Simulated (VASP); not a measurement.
# Ti2B2Os (P4/mmm) in VASP: notebook, part 2 of 2

VASP 6.6.1.

## 3. Single point, PBE

This run uses another cell than the first one, of 18.67 Å³/atom, 1.417 times its volume.

Input file INCAR:

```
PREC     = Accurate       # precision mode
ENCUT    = 520            # plane-wave cutoff, eV
EDIFF    = 1E-6           # SCF threshold, eV
ISMEAR   = 0              # smearing method
SIGMA    = 0.1            # smearing width, eV
LREAL    = False          # projectors in reciprocal space
LASPH    = True           # aspherical terms in the spheres
NELM     = 80             # most SCF steps
ALGO     = Normal         # electronic algorithm
ISIF     = 2              # what is computed and relaxed
LWAVE    = False          # write WAVECAR
LCHARG   = True           # write CHGCAR
GGA      = PE             # functional
LELF     = True           # ELF
LVHAR    = True         
NBANDS   = 27             # bands
```

Input file KPOINTS:

```
regular mesh
0
Gamma
  6 6 4
```

Input file POSCAR:

```
Ti2B2Os
1.0
    4.1395954078      0.0000000000      0.0000000000
    0.0000000000      4.1395954078      0.0000000000
    0.0000000000      0.0000000000      5.4477198309
Ti B Os
2 2 1
Direct
    0.0000000000      0.5000000000      0.5000000000
    0.5000000000      0.0000000000      0.5000000000
    0.0000000000      0.0000000000      0.3546178668
    0.0000000000      0.0000000000      0.6453821332
    0.0000000000      0.0000000000      0.0000000000
```

Potentials or basis: VASP PAW PBE potentials, release 64 (Ti_sv, B, Os).

On the command line:

```bash
$ cat potpaw_PBE.64/Ti_sv/POTCAR potpaw_PBE.64/B/POTCAR potpaw_PBE.64/Os/POTCAR > POTCAR
$ mpirun -np 1 vasp_std > vasp.out
```

It took 33 s on 1 thread of Intel Xeon 6975P-C (Granite Rapids), shared host; peak memory 0.24 GiB.

It converged, with:

```yaml
Free_energy: -35.8328 eV
Pressure: 0.0 GPa
Largest_force: 0.114 eV/Å
Band_gap_on_the_k_mesh: zero (band 19 reaches 4.07 eV, above the bottom of band 20 at 3.23 eV)
```

Forces in eV/Å, atoms in the order of the input:
```
Ti   0.000  0.000  0.000
Ti   0.000  0.000  0.000
B    0.000  0.000  0.114
B    0.000  0.000 -0.114
Os   0.000  0.000  0.000
```

Stress tensor (GPa, compression positive):
```
-0.25  0.00  0.00
 0.00 -0.25  0.00
 0.00  0.00  0.46
```

Levels at points of the mesh, in eV from the Fermi level:
```csv
k point,band 17,band 18,band 19,band 20,band 21,band 22
"(0.00, 0.00, 0.00)",-1.25,-1.21,-1.13,0.05,0.91,0.91
"(0.50, 0.00, 0.00)",-0.64,-0.52,0.24,0.35,0.55,1.02
"(0.50, 0.50, 0.00)",-0.22,0.13,0.33,0.33,0.74,0.74
"(0.00, 0.00, 0.50)",-1.16,-1.03,-0.98,-0.08,1.66,1.66
"(0.50, 0.00, 0.50)",-0.62,-0.47,-0.46,-0.18,0.20,0.33
"(0.50, 0.50, 0.50)",0.04,0.06,0.51,0.51,0.52,0.72
```

Caveat: spin-orbit coupling is left out, which moves the levels of the heavy elements.

## 4. Relaxation of cell and atoms, PBE

Input file INCAR:

```
SYSTEM = Ti2B2Os
PREC = Accurate
ENCUT = 600
EDIFF = 1E-6
ISMEAR = 0
SIGMA = 0.1
LREAL = .False.
LASPH = .True.
NELM = 60
ALGO = Normal
ISIF = 3
LWAVE = .False.
LCHARG = .False.
GGA = PE
IBRION = 2
NSW = 90
EDIFFG = -0.04
```

Input file KPOINTS:

```
Automatic mesh
0
Gamma
  6 6 4
  0 0 0
```

Input file POSCAR:

```
Ti2B2Os
1.0
    3.3253943400      0.0000000000      0.0000000000
    0.0000000000      3.3253943400      0.0000000000
    0.0000000000      0.0000000000      5.9558396800
Ti B Os
2 2 1
Direct
    0.0000000000      0.5000000000      0.5000000000
    0.5000000000      0.0000000000      0.5000000000
    0.0000000000      0.0000000000      0.3925172800
    0.0000000000      0.0000000000      0.6074827200
    0.0000000000      0.0000000000      0.0000000000
```

On the command line:

```bash
$ cat potpaw_PBE.64/Ti_sv/POTCAR potpaw_PBE.64/B/POTCAR potpaw_PBE.64/Os/POTCAR > POTCAR
$ mpirun -np 1 vasp_std > vasp.out
```

Wall time 9.3 min (1 thread of Intel Xeon 6975P-C (Granite Rapids), shared host); peak memory 0.25 GiB.

It converged, with:

```yaml
Free_energy: -35.8108 eV
Relaxed_volume: 18.62 Å³/atom
Relaxed_cell: a = 4.132 Å, b = 4.132 Å, c = 5.453 Å, α = 90.00°, β = 90.00°, γ = 90.00°
Space_group_after_relaxing_to_0.05_Å: P4/mmm (No. 123)
Energy_gained_by_relaxing: 2717.3 meV/atom
Ionic_steps: 22
Pressure_after_relaxing: 0.0 GPa
Largest_force_after_relaxing: 0.018 eV/Å
Band_gap_on_the_k_mesh: zero (band 19 reaches 4.10 eV, above the bottom of band 20 at 3.24 eV)
```

Forces in eV/Å, atoms in the order of the input:
```
Ti   0.000  0.000  0.000
Ti   0.000  0.000  0.000
B    0.000  0.000 -0.018
B    0.000  0.000  0.018
Os   0.000  0.000  0.000
```

Stress tensor (GPa, compression positive):
```
-0.01  0.00  0.00
 0.00 -0.01  0.00
 0.00  0.00  0.07
```

The path:
```csv
step,energy change (eV),largest force (eV/Å),pressure (GPa),volume (Å³)
1,0.0000,23.3887,85.23,65.86
2,16.4083,51.7357,30.40,153.43
3,-11.6585,3.0018,-4.13,96.81
4,-11.8957,1.9821,-2.93,93.92
5,-12.0083,0.9046,-0.83,90.72
6,-12.5155,3.4771,2.07,90.06
7,-12.6291,5.7900,5.79,89.22
8,-12.7332,5.8315,5.88,89.39
9,-12.9624,5.5274,6.49,89.83
10,-12.5887,1.3853,10.65,90.37
11,-12.9644,5.3346,7.10,89.98
12,-13.1994,4.0072,5.43,90.62
13,-13.5393,0.1121,1.83,92.56
14,-13.5448,0.4700,1.44,92.85
15,-13.5600,0.2875,1.02,93.03
16,-13.5825,0.1885,-0.22,93.59
17,-13.5832,0.2666,-0.42,93.70
18,-13.5849,0.1373,-0.40,93.60
19,-13.5859,0.0415,-0.33,93.47
20,-13.5859,0.0611,-0.33,93.45
21,-13.5861,0.0451,-0.20,93.33
22,-13.5863,0.0184,0.02,93.11
```

Final structure:
```cif
data_structure
_symmetry_space_group_name_H-M 'P 1'
_symmetry_Int_Tables_number 1
_cell_length_a 4.1321
_cell_length_b 4.1321
_cell_length_c 5.4531
_cell_angle_alpha 90.000
_cell_angle_beta 90.000
_cell_angle_gamma 90.000
_cell_volume 93.11
loop_
_atom_site_label
_atom_site_type_symbol
_atom_site_fract_x
_atom_site_fract_y
_atom_site_fract_z
_atom_site_occupancy
Ti1 Ti 0.00000 0.50000 0.50000 1
Ti2 Ti 0.50000 0.00000 0.50000 1
B1 B 0.00000 0.00000 0.35494 1
B2 B 0.00000 0.00000 0.64506 1
Os1 Os 0.00000 0.00000 0.00000 1
```

Levels at points of the mesh, in eV from the Fermi level:
| k point | band 15 | band 16 | band 17 | band 18 | band 19 | band 20 | band 21 | band 22 | band 23 |
| --- | --- | --- | --- | --- | --- | --- | --- | --- | --- |
| (0.00, 0.00, 0.00) | -1.38 | -1.23 | -1.23 | -1.21 | -1.13 | 0.05 | 0.91 | 0.91 | 1.84 |
| (0.50, 0.00, 0.00) | -2.23 | -1.65 | -0.64 | -0.52 | 0.24 | 0.35 | 0.55 | 1.02 | 1.19 |
| (0.50, 0.50, 0.00) | -2.48 | -1.09 | -0.22 | 0.14 | 0.33 | 0.33 | 0.75 | 0.75 | 0.76 |
| (0.00, 0.00, 0.50) | -1.51 | -1.51 | -1.17 | -1.04 | -0.98 | -0.07 | 1.65 | 1.69 | 1.75 |
| (0.50, 0.00, 0.50) | -1.09 | -1.08 | -0.63 | -0.46 | -0.45 | -0.17 | 0.20 | 0.33 | 1.38 |
| (0.50, 0.50, 0.50) | -0.97 | -0.51 | 0.04 | 0.05 | 0.52 | 0.52 | 0.52 | 0.72 | 0.72 |

Caveat: the volume moved by over 15 % at a fixed basis, so the end points are rough; spin-orbit coupling is left out, which moves the levels of the heavy elements.

## 5. Single point, PBE, collinear spin, ferromagnetic start

This run uses another cell than the first one, of 18.67 Å³/atom, 1.417 times its volume.

Input file INCAR:

```
SYSTEM = Ti2B2Os
PREC = Accurate
ENCUT = 520
EDIFF = 1E-6
ISMEAR = 0
SIGMA = 0.1
LREAL = .FALSE.
LASPH = .TRUE.
NELM = 150
ALGO = Normal
ISIF = 2
LWAVE = .FALSE.
LCHARG = .FALSE.
ISPIN = 2
MAGMOM = 1 1 0 0 1
LORBIT = 11
LMAXMIX = 4
GGA = PE
NBANDS = 31
```

Input file KPOINTS:

```
regular mesh
0
G
  4 4 4
  0 0 0
```

Input file POSCAR:

```
Ti2B2Os
1.0
    4.1395954078      0.0000000000      0.0000000000
    0.0000000000      4.1395954078      0.0000000000
    0.0000000000      0.0000000000      5.4477198309
Ti B Os
2 2 1
Direct
    0.0000000000      0.5000000000      0.5000000000
    0.5000000000      0.0000000000      0.5000000000
    0.0000000000      0.0000000000      0.3546178668
    0.0000000000      0.0000000000      0.6453821332
    0.0000000000      0.0000000000      0.0000000000
```

On the command line:

```bash
$ cat potpaw_PBE.64/Ti_sv/POTCAR potpaw_PBE.64/B/POTCAR potpaw_PBE.64/Os/POTCAR > POTCAR
$ mpirun -np 1 vasp_std > vasp.out
```

It took 2.3 min on 1 thread of Intel Xeon 6975P-C (Granite Rapids), shared host; peak memory 0.28 GiB.

It converged, with:

```
Free energy                                           : -35.8383 eV
Pressure                                              : 0.9 GPa
Largest force                                         : 0.231 eV/Å
Net moment                                            : 0.72 μB per cell
Site moments                                          : Ti -0.15; B -0.01; Os +1.11 μB
Valence electrons inside the program's atomic spheres : Ti 10.23; B 2.14; Os 7.03
```

Forces in eV/Å, atoms in the order of the input:
```
Ti   0.000  0.000  0.000
Ti   0.000  0.000  0.000
B    0.000  0.000  0.231
B    0.000  0.000 -0.231
Os   0.000  0.000  0.000
```

Stress tensor (GPa, compression positive):
```
0.39 0.00 0.00
0.00 0.39 0.00
0.00 0.00 1.80
```

Levels at points of the mesh, in eV from the Fermi level:
Spin up:
| k point | band 15 | band 16 | band 17 | band 18 | band 19 | band 20 | band 21 | band 22 | band 23 | band 24 |
| --- | --- | --- | --- | --- | --- | --- | --- | --- | --- | --- |
| (0.00, 0.00, 0.00) | -1.64 | -1.35 | -1.24 | -1.24 | -1.18 | -0.48 | 0.80 | 0.80 | 1.87 | 1.87 |
| (0.50, 0.00, 0.00) | -2.20 | -2.01 | -1.08 | -0.57 | -0.27 | 0.38 | 0.55 | 1.01 | 1.07 | 1.25 |
| (0.50, 0.50, 0.00) | -2.73 | -1.60 | -0.42 | -0.16 | 0.28 | 0.35 | 0.35 | 0.82 | 0.82 | 1.62 |
| (0.00, 0.00, 0.50) | -1.49 | -1.49 | -1.46 | -1.10 | -0.93 | -0.75 | 1.49 | 1.49 | 1.75 | 1.79 |
| (0.50, 0.00, 0.50) | -1.10 | -1.09 | -1.07 | -0.76 | -0.60 | -0.36 | 0.07 | 0.42 | 1.38 | 1.51 |
| (0.50, 0.50, 0.50) | -1.11 | -0.79 | -0.49 | 0.01 | 0.34 | 0.43 | 0.43 | 0.80 | 0.80 | 1.31 |
Spin down:
```tsv
k point	band 16	band 17	band 18	band 19	band 20	band 21	band 22	band 23
(0.00, 0.00, 0.00)	-1.28	-1.28	-1.18	-0.98	0.49	0.96	0.96	1.77
(0.50, 0.00, 0.00)	-1.46	-0.73	-0.24	0.25	0.55	0.63	0.97	1.11
(0.50, 0.50, 0.00)	-0.82	-0.32	0.23	0.23	0.48	0.68	0.68	1.06
(0.00, 0.00, 0.50)	-1.56	-1.26	-1.11	-0.70	0.39	1.57	1.65	1.65
(0.50, 0.00, 0.50)	-1.12	-0.60	-0.54	-0.08	0.06	0.24	0.28	1.30
(0.50, 0.50, 0.50)	-0.37	0.04	0.35	0.47	0.47	0.65	0.65	0.68
```

Caveat: the k points lie up to 0.38 Å⁻¹ apart; spin-orbit coupling is left out, which moves the levels of the heavy elements.

## 6. Summary

| task | spin | cell | k mesh | cutoff (eV) | gap on the mesh (eV) | pressure (GPa) | largest force (eV/Å) |
| --- | --- | --- | --- | --- | --- | --- | --- |
| single point | off | a = 3.325, b = 3.325, c = 5.956 Å, 5 atoms | 6 × 6 × 4 | 520 | none | 85.2 | 23.39 |
| single point | off | a = 4.140, b = 4.140, c = 5.448 Å, 5 atoms | 6 × 6 × 4 | 520 | none | 0.0 | 0.11 |
| relaxation of cell and atoms | off | relaxed from a = 3.325, b = 3.325, c = 5.956 Å, 5 atoms | 6 × 6 × 4 | 600 | none | 0.0 | 0.02 |
| single point | collinear, ferromagnetic start | a = 4.140, b = 4.140, c = 5.448 Å, 5 atoms | 4 × 4 × 4 | 520 | none | 0.9 | 0.23 |

Alike in all rows: level PBE; potentials or basis VASP PAW PBE potentials, release 64 (Ti_sv, B, Os); smearing gaussian 0.1 eV.

Caveats: some runs use coarse meshes; spin-orbit coupling is left out, which moves the levels of the heavy elements; forces of over 1 eV/Å act on the atoms, so gaps and moduli don't describe the material at rest (some runs); the volume moved by over 15 % at a fixed basis, so the end points are rough (some runs).

Total energies depend on the potentials used, so only differences within one code and one set of settings carry meaning.
